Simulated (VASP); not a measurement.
# SiC (P6_3mc) in VASP: further runs

Runs on SiC. Level: r2SCAN. Tasks: single point.

All numbers are computed with VASP 6.6.1; they aren't measurements. Logs are shortened: lines on timing, memory, paths and dates and some standing lists are left out, and cuts for length are marked.

## Step 1: The cell of the first run

Symmetry: P6_3mc, No. 186, hexagonal system. The conventional cell has a = 3.198 Å, b = 3.198 Å, c = 4.644 Å, α = 90.00°, β = 90.00°, γ = 120.00°. Si (site symmetry 3m) has 4 C at 1.75 to 1.93 Å within 2.3 Å. Within 2.3 Å of C (site symmetry 3m) lie 4 Si at 1.75 to 1.93 Å.

## Step 2: Single point, r2SCAN (strain +0.040 along x and y, -0.080 along z)

POSCAR

```
SiC
1.0
    3.1982028079      0.0000000000      0.0000000000
   -1.5991014040      2.7697248781      0.0000000000
    0.0000000000      0.0000000000      4.6443135044
Si C
2 2
Direct
    0.3333333333      0.6666666667      0.0046028828
    0.6666666667      0.3333333333      0.5046028828
    0.3333333333      0.6666666667      0.3803971172
    0.6666666667      0.3333333333      0.8803971172
```

INCAR.step1

```
SYSTEM = SiC
ALGO     = Normal         ! electronic algorithm
EDIFF    = 1E-4           ! SCF threshold, eV
ENCUT    = 520            ! plane-wave cutoff, eV
GGA      = PE             ! functional
ISMEAR   = 0              ! smearing method
LASPH    = .True.         ! aspherical terms in the spheres
LCHARG   = .False.        ! write CHGCAR
LREAL    = .False.        ! projectors in reciprocal space
LWAVE    = .True.         ! write WAVECAR
NBANDS   = 16             ! bands
NELM     = 60             ! most SCF steps
PREC     = Accurate       ! precision mode
SIGMA    = 0.05           ! smearing width, eV
```

INCAR.step2

```
SYSTEM = SiC
ALGO     = Normal         ! electronic algorithm
EDIFF    = 1E-6           ! SCF threshold, eV
ENCUT    = 520            ! plane-wave cutoff, eV
ISIF     = 2              ! what is computed and relaxed
ISMEAR   = 0              ! smearing method
ISTART   = 1            
LASPH    = .True.         ! aspherical terms in the spheres
LCHARG   = .False.        ! write CHGCAR
LMIXTAU  = .True.       
LREAL    = .False.        ! projectors in reciprocal space
LWAVE    = .False.        ! write WAVECAR
METAGGA  = R2SCAN         ! meta-GGA
NBANDS   = 16             ! bands
NELM     = 60             ! most SCF steps
PREC     = Accurate       ! precision mode
SIGMA    = 0.05           ! smearing width, eV
```

KPOINTS

```
k-points
0
Gamma
  12 12 6
  0 0 0
```

Potentials or basis: VASP PAW PBE potentials, release 64 (Si, C).

The run is started by

```bash
cat potpaw_PBE.64/Si/POTCAR potpaw_PBE.64/C/POTCAR > POTCAR
cp INCAR.step1 INCAR
mpirun -np 1 vasp_std > vasp.out
cp INCAR.step2 INCAR
mpirun -np 1 vasp_std > vasp.out
```

OUTCAR:

```text
SYSTEM = SiC
   EDIFF = 1E-6
   ENCUT = 520
   ISIF = 2
   ISMEAR = 0
   ISTART = 1
   LASPH = .True.
   LREAL = .False.
   METAGGA = R2SCAN
   NELM = 60
   PREC = Accurate

 ion  position               nearest neighbor table
   1  0.333  0.667  0.005-   3 1.75   4 1.93   4 1.93   4 1.93   2 2.97   2 2.97   2 2.97   2 2.97
                             2 2.97   2 2.97
   2  0.667  0.333  0.505-   4 1.75   3 1.93   3 1.93   3 1.93   1 2.97   1 2.97   1 2.97   1 2.97
                             1 2.97   1 2.97
   3  0.333  0.667  0.380-   1 1.75   2 1.93   2 1.93   2 1.93
   4  0.667  0.333  0.880-   2 1.75   1 1.93   1 1.93   1 1.93

  LATTYP: Found a hexagonal cell.
 ALAT       =     3.1982028079
 C/A-ratio  =     1.4521635379

  Lattice vectors:

 A1 = (   3.1982028079,   0.0000000000,   0.0000000000)
 A2 = (  -1.5991014040,   2.7697248781,   0.0000000000)
 A3 = (   0.0000000000,   0.0000000000,   4.6443135044)

Analysis of symmetry for initial positions (statically):
=====================================================================
 Subroutine PRICEL returns:
 Original cell was already a primitive cell.

 Routine SETGRP: Setting up the symmetry group for a
 hexagonal supercell.

 Subroutine GETGRP returns: Found 12 space group operations
 (whereof  6 operations were pure point group operations)
 out of a pool of 24 trial point group operations.

The static configuration has the point symmetry C_3v.
 The point group associated with its full space group is C_6v.

Analysis of symmetry for dynamics (positions and initial velocities):
=====================================================================
 Subroutine PRICEL returns:
 Original cell was already a primitive cell.

 Routine SETGRP: Setting up the symmetry group for a
 hexagonal supercell.

 Subroutine GETGRP returns: Found 12 space group operations
 (whereof  6 operations were pure point group operations)
 out of a pool of 24 trial point group operations.

The dynamic configuration has the point symmetry C_3v.
 The point group associated with its full space group is C_6v.

 Subroutine INISYM returns: Found 12 space group operations
 (whereof  6 operations are pure point group operations),
 and found     1 'primitive' translations

----------------------------------------------------------------------------------------

                                     Primitive cell

  volume of cell :      41.1400

  direct lattice vectors                    reciprocal lattice vectors
     3.198202808  0.000000000  0.000000000     0.312675606  0.180523345  0.000000000
    -1.599101404  2.769724878  0.000000000     0.000000000  0.361046690  0.000000000
     0.000000000  0.000000000  4.644313504     0.000000000  0.000000000  0.215317075

  length of vectors
     3.198202808  3.198202808  4.644313504     0.361046690  0.361046690  0.215317075

  position of ions in fractional coordinates (direct lattice)
     0.333333333  0.666666667  0.004602883
     0.666666667  0.333333333  0.504602883
     0.333333333  0.666666667  0.380397117
     0.666666667  0.333333333  0.880397117

  ion indices of the primitive-cell ions
   primitive index   ion index
                 1           1
                 2           2
                 3           3
                 4           4

----------------------------------------------------------------------------------------

 KPOINTS: k-points

Automatic generation of k-mesh.
 Grid dimensions read from file:
 generate k-points for:   12   12    6

 Generating k-lattice:

  Cartesian coordinates                     Fractional coordinates (reciprocal lattice)
     0.026056300  0.015043612  0.000000000     0.083333333 -0.000000000  0.000000000
     0.000000000  0.030087224  0.000000000     0.000000000  0.083333333  0.000000000
     0.000000000  0.000000000  0.035886179     0.000000000  0.000000000  0.166666667

  Length of vectors
     0.030087224  0.030087224  0.035886179

  Shift w.r.t. Gamma in fractional coordinates (k-lattice)
     0.000000000  0.000000000  0.000000000

 Subroutine IBZKPT returns following result:
 ===========================================

 Found     76 irreducible k-points:

 Following reciprocal coordinates:
            Coordinates               Weight
  0.000000  0.000000  0.000000      1.000000
  0.083333  0.000000  0.000000      6.000000
  0.166667  0.000000  0.000000      6.000000
  0.250000  0.000000  0.000000      6.000000
  0.333333  0.000000  0.000000      6.000000
  0.416667  0.000000  0.000000      6.000000
[... 16 lines left out ...]
  0.250000  0.000000  0.166667     12.000000
  0.333333  0.000000  0.166667     12.000000
 [... further k-points ...]
   k-points           NKPTS =     76   k-points in BZ     NKDIM =     76   number of bands    NBANDS=     16
   number of dos      NEDOS =    301   number of ions     NIONS =      4
   total plane-waves  NPLWV =  20736
   dimension x,y,z NGX =    24 NGY =   24 NGZ =   36
   dimension x,y,z NGXF=    48 NGYF=   48 NGZF=   72
   ions per type =               2   2
   NGX,Y,Z   is equivalent  to a cutoff of  12.48, 12.48, 12.89 a.u.
   NGXF,Y,Z  is equivalent  to a cutoff of  24.95, 24.95, 25.77 a.u.
 SYSTEM =  SiC
   PREC   = accura    normal or accurate (medium, high low for compatibility)
   ISTART =      1    job   : 0-new  1-cont  2-samecut
   ICHARG =      0    charge: 1-file 2-atom 10-const
   ISPIN  =      1    spin polarized calculation?
   LNONCOLLINEAR =      F non collinear calculations
   LSORBIT =      F    spin-orbit coupling
   LASPH  =      T    aspherical Exc in radial PAW
   ENCUT  =  520.0 eV  38.22 Ry    6.18 a.u.   5.95  5.95  8.64*2*pi/ulx,y,z
   NELM   =     60;   NELMIN=  2; NELMDL=  0     # of ELM steps
   EDIFF  = 0.1E-05   stopping-criterion for ELM
   LREAL  =      F    real-space projection
   EDIFFG = 0.1E-04   stopping-criterion for IOM
   NSW    =      0    number of steps for IOM
   IBRION =     -1    ionic relax: 0-MD 1-quasi-New 2-CG
   NFREE  =      0    steps in history (QN), initial steepest desc. (CG)
   ISIF   =      2    stress and relaxation
   ISYM   =      2    0-nonsym 1-usesym 2-fastsym
   POTIM  = 0.5000    time-step for ionic-motion
   TEBEG  =    0.0;   TEEND  =   0.0 temperature during run
   PSTRESS=    0.0 pullay stress
   NELECT =      16.0000    total number of electrons
   NUPDOWN=      -1.0000    fix difference up-down
   EMIN   =  10.00;   EMAX   =-10.00  energy-range for DOS
   EFERMI =   0.00;   METHOD = LEGACY
   ISMEAR =     0;   SIGMA  =   0.05  broadening in eV -4-tet -1-fermi 0-gaus
   EFERMI_NEDOS =   21; number of points for ismear=-14 and -15
   IALGO  =     38    algorithm
   IMIX   =      4    mixing-type and parameters
     AMIX     =   0.40;   BMIX     =  1.00
     AMIX_MAG =   1.60;   BMIX_MAG =  1.00
  volume/ion in A,a.u.               =      10.28        69.41
  Fermi-wavevector in a.u.,A,eV,Ry     =   1.194979  2.258182 19.428762  1.427974
  Thomas-Fermi vector in A             =   2.330955
   LORBIT       =      0    0 simple, 1 ext, 2 COOP (PROOUT), +10 PAW based schemes
   METAGGA = R2SCAN    functional components
   LHFCALC =     F    Hartree Fock is set to
   AEXX    =    0.0000 exact exchange contribution
   IVDW    =     0    specifies the selected vdW correction
   LEPSILON=     F    determine dielectric tensor
   LRPA    =     F    only Hartree local field effects (RPA)
 non-spin polarized calculation
 Gauss-broadening in eV      SIGMA  =   0.05
  energy-cutoff  :      520.00
  volume of cell :       41.14
 maximum number of plane-waves:      1125
 NGX is ok and might be reduce to    24
   NGX = 11   NGY = 11   NGZ = 17

 number of electron      16.0000001 magnetization

 Free energy of the ion-electron system (eV)
  ---------------------------------------------------
  ext. energy  EPLUGINS =         0.00000000
  ---------------------------------------------------
  free energy    TOTEN  =       -37.83345092 eV

  energy without entropy =      -37.83345092  energy(sigma->0) =      -37.83345092

 E-fermi :   8.6139     XC(G=0): -11.9348

 val. band max:        8.3401740296   @ k =   0.0000   0.0000   0.0000
 cond. band min:      10.4798997025   @ k =   0.5000   0.0000   0.0000
 fundamental gap:      2.1397256729
 Fermi energy:         8.6139190749

 k-point     1 :       0.0000    0.0000    0.0000
  band No.  band energies     occupation
      1      -8.2403      2.00000
      2      -3.5778      2.00000
      3      -0.5054      2.00000
      4       6.0080      2.00000
      5       6.0080      2.00000
      6       8.1107      2.00000
[... 8 lines left out ...]
     15      18.8908      0.00000
     16      19.3351      0.00000

 k-point     2 :       0.0833    0.0000    0.0000
  band No.  band energies     occupation
      1      -8.1271      2.00000
      2      -3.4990      2.00000
      3      -0.4017      2.00000
      4       5.3322      2.00000
      5       5.8038      2.00000
      6       7.5975      2.00000
[... 8 lines left out ...]
     15      18.3365      0.00000
     16      19.1372      0.00000

 k-point     3 :       0.1667    0.0000    0.0000
  band No.  band energies     occupation
      1      -7.7908      2.00000
      2      -3.2807      2.00000
      3      -0.0997      2.00000
      4       3.9141      2.00000
      5       5.3387      2.00000
      6       6.5641      2.00000
[... 8 lines left out ...]
     15      18.3474      0.00000
     16      19.4005      0.00000
[... 362 lines left out ...]
 k-point    23 :       0.2500    0.0000    0.1667
  band No.  band energies     occupation
      1      -7.0793      2.00000
      2      -3.6272      2.00000
      3       0.8889      2.00000
      4       2.9202      2.00000
      5       4.7170      2.00000
      6       4.9702      2.00000
[... 8 lines left out ...]
     15      19.0715      0.00000
     16      20.1489      0.00000

 k-point    24 :       0.3333    0.0000    0.1667
  band No.  band energies     occupation
      1      -6.3590      2.00000
      2      -3.2691      2.00000
      3       0.4080      2.00000
      4       2.6482      2.00000
      5       3.4291      2.00000
      6       4.5559      2.00000
[... 8 lines left out ...]
     15      20.3457      0.00000
     16      20.9553      0.00000

 [... further k-points ...]

------------------------ aborting loop because EDIFF is reached ----------------------------------------

  FORCE on cell =-STRESS in cart. coord.  units (eV):
  Direction    XX          YY          ZZ          XY          YZ          ZX
  --------------------------------------------------------------------------------------
  -------------------------------------------------------------------------------------
  Total       -5.3804080     -5.3804080     14.8043666      0.0000000      0.0000000      0.0000000
  in kB     -209.5374373   -209.5374373    576.5490382      0.0000000      0.0000000      0.0000000
  external PRESSURE =      52.4913879 kB  Pullay stress =       0.0000000 kB

 VOLUME and BASIS-vectors are now :
 -----------------------------------------------------------------------------
  energy-cutoff  :      520.00
  volume of cell :       41.14
      direct lattice vectors                 reciprocal lattice vectors
     3.198202808  0.000000000  0.000000000     0.312675606  0.180523345  0.000000000
    -1.599101404  2.769724878  0.000000000     0.000000000  0.361046690  0.000000000
     0.000000000  0.000000000  4.644313504     0.000000000  0.000000000  0.215317075

 POSITION                                       TOTAL-FORCE (eV/Angst)
 -----------------------------------------------------------------------------------
     -0.00000      1.84648      0.02138        -0.000000      0.000000     -2.044024
      1.59910      0.92324      2.34353         0.000000      0.000000     -2.044024
     -0.00000      1.84648      1.76668        -0.000000      0.000000      2.044024
      1.59910      0.92324      4.08884        -0.000000     -0.000000      2.044024
 -----------------------------------------------------------------------------------
    total drift:                               -0.000000      0.000000      0.001170

  FREE ENERGIE OF THE ION-ELECTRON SYSTEM (eV)
  ---------------------------------------------------
  free  energy   TOTEN  =       -37.8334509199 eV

  energy  without entropy=      -37.8334509199  energy(sigma->0) =      -37.83345092
```

It took 2.4 min on 1 thread of Intel Xeon 8259CL, shared host; peak memory 0.18 GiB.

What came out:

| Property | Result |
| --- | --- |
| Free energy | -37.8335 eV |
| Pressure | 5.2 GPa |
| Largest force | 2.044 eV/Å |
| Band gap on the k mesh | 2.14 eV (least direct gap 3.23 eV) |

Forces in eV/Å, atoms in the order of the input:
```
Si   0.000  0.000 -2.044
Si   0.000  0.000 -2.044
C    0.000  0.000  2.044
C    0.000  0.000  2.044
```

Levels at points of the mesh, in eV from the valence-band top:
| k point | band 4 | band 5 | band 6 | band 7 | band 8 | band 9 | band 10 | band 11 | band 12 | band 13 |
| --- | --- | --- | --- | --- | --- | --- | --- | --- | --- | --- |
| (0.00, 0.00, 0.00) | -2.33 | -2.33 | -0.23 | -0.23 | 0.00 | 3.31 | 6.13 | 6.13 | 6.62 | 9.35 |
| (0.50, 0.00, 0.00) | -5.88 | -5.85 | -4.29 | -3.61 | -1.09 | 2.14 | 5.32 | 7.06 | 7.13 | 11.63 |
| (0.00, 0.00, 0.50) | -3.88 | -1.39 | -1.39 | -1.39 | -1.39 | 5.07 | 5.07 | 6.89 | 6.89 | 6.89 |
| (0.50, 0.00, 0.50) | -8.74 | -3.04 | -3.04 | -2.01 | -2.01 | 3.66 | 3.66 | 6.68 | 6.68 | 11.32 |

Caveat: the cell differs from its parent crystal (strain +0.040 along x and y, -0.080 along z); the cell stands under pressure; the PAW data sets were made with another functional, which shifts forces and pressure a little.

## Step 3: Single point, r2SCAN (strain +0.000 along x and y, +0.040 along z)

POSCAR

```
SiC
1.0
    3.0751950076      0.0000000000      0.0000000000
   -1.5375975038      2.6631969982      0.0000000000
    0.0000000000      0.0000000000      5.2500935267
Si C
2 2
Direct
    0.3333333333      0.6666666667      0.0046028828
    0.6666666667      0.3333333333      0.5046028828
    0.3333333333      0.6666666667      0.3803971172
    0.6666666667      0.3333333333      0.8803971172
```

INCAR.step1

```
SYSTEM = SiC
ALGO = Normal
EDIFF = 1E-4
ENCUT = 520
GGA = PE
ISMEAR = 0
LASPH = .True.
LCHARG = .False.
LREAL = .False.
LWAVE = .True.
NBANDS = 16
NELM = 60
PREC = Accurate
SIGMA = 0.05
```

INCAR.step2

```
SYSTEM = SiC
ALGO = Normal
EDIFF = 1E-6
ENCUT = 520
ISIF = 2
ISMEAR = 0
ISTART = 1
LASPH = .True.
LCHARG = .False.
LMIXTAU = .True.
LREAL = .False.
LWAVE = .False.
METAGGA = R2SCAN
NBANDS = 16
NELM = 60
PREC = Accurate
SIGMA = 0.05
```

KPOINTS is that of step 2.

Potentials or basis: VASP PAW PBE potentials, release 64 (Si, C).

The run is started by

```bash
cat potpaw_PBE.64/Si/POTCAR potpaw_PBE.64/C/POTCAR > POTCAR
cp INCAR.step1 INCAR
mpirun -np 1 vasp_std > vasp.out
cp INCAR.step2 INCAR
mpirun -np 1 vasp_std > vasp.out
```

It took 3 min on 1 thread of Intel Xeon 8259CL, shared host; peak memory 0.19 GiB.

The run converged. Its results:

```yaml
Free_energy: -38.5232 eV
Pressure: -7.8 GPa
Largest_force: 0.179 eV/Å
Band_gap_on_the_k_mesh: 2.57 eV (least direct gap 4.75 eV)
```

Forces in eV/Å, atoms in the order of the input:
```
Si   0.000  0.000  0.179
Si   0.000  0.000  0.179
C    0.000  0.000 -0.179
C    0.000  0.000 -0.179
```

Stress tensor (GPa, compression positive):
```
 -1.20   0.00   0.00
  0.00  -1.20   0.00
  0.00   0.00 -21.12
```

Levels at points of the mesh, in eV from the valence-band top:
| k point | band 6 | band 7 | band 8 | band 9 | band 10 | band 11 |
| --- | --- | --- | --- | --- | --- | --- |
| (0.00, 0.00, 0.00) | -0.32 | 0.00 | 0.00 | 5.50 | 5.62 | 7.23 |
| (0.50, 0.00, 0.00) | -3.25 | -3.25 | -1.35 | 3.40 | 4.34 | 7.09 |
| (0.00, 0.00, 0.50) | -0.63 | -0.63 | -0.63 | 6.56 | 6.56 | 7.91 |
| (0.50, 0.00, 0.50) | -2.59 | -2.45 | -2.45 | 3.43 | 3.43 | 5.46 |

Caveat: the cell differs from its parent crystal (strain +0.000 along x and y, +0.040 along z); the cell stands under tension; the PAW data sets were made with another functional, which shifts forces and pressure a little. A k mesh can miss the band edges.

(Continued in part 2 of 2.)
